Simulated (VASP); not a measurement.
Runs of VASP 6.6.1 on W. The structure is that of space group Fd-3m (No. 227), or close to it. The cells are those of the table. This isn't the form of W at room conditions, which is bcc.

```csv
task,cell,k mesh,cutoff (eV),gap on the mesh (eV),pressure (GPa)
single point,"a = 4.309 Å, angles 60.0°, 2 atoms",11 × 11 × 11,520,none,-10.3
single point,"a = 4.035 Å, angles 60.0°, 2 atoms",11 × 11 × 11,520,none,11.9
single point,"a = 4.149 Å, angles 60.0°, 2 atoms",15 × 15 × 15,520,none,0.4
single point,"a = 4.204 Å, angles 60.0°, 2 atoms",11 × 11 × 11,520,none,-3.9
single point,"a = 3.976 Å, angles 60.0°, 2 atoms",11 × 11 × 11,520,none,(b)
single point,"a = 4.149 Å, angles 60.0°, 2 atoms",11 × 11 × 11,520,none,0.4
relaxation of cell and atoms,"relaxed from a = 3.926 Å, angles 60.0°, 2 atoms",10 × 10 × 10,600,none,0.1
single point,"a = 4.093 Å, angles 60.0°, 2 atoms",11 × 11 × 11,520,none,(a)
```

Alike in all rows: level RPBE; potentials or basis VASP PAW PBE potentials, release 64 (W_sv); no spin polarisation; smearing fermi-dirac 0.1 eV.

**Question.** Estimate the missing entries.

**Answer.** (a) 5.6; (b) 19.7.

Caveats: the PAW data sets were made with another functional, which shifts forces and pressure a little; spin-orbit coupling is left out, which moves the levels of the heavy elements; the cell stands under pressure (at least some runs); the cell stands under tension (at least some runs).

A k mesh can miss the band edges, and the runs leave out spin-orbit coupling on W.

A gap of «none» marks levels without a gap at the run's occupations.
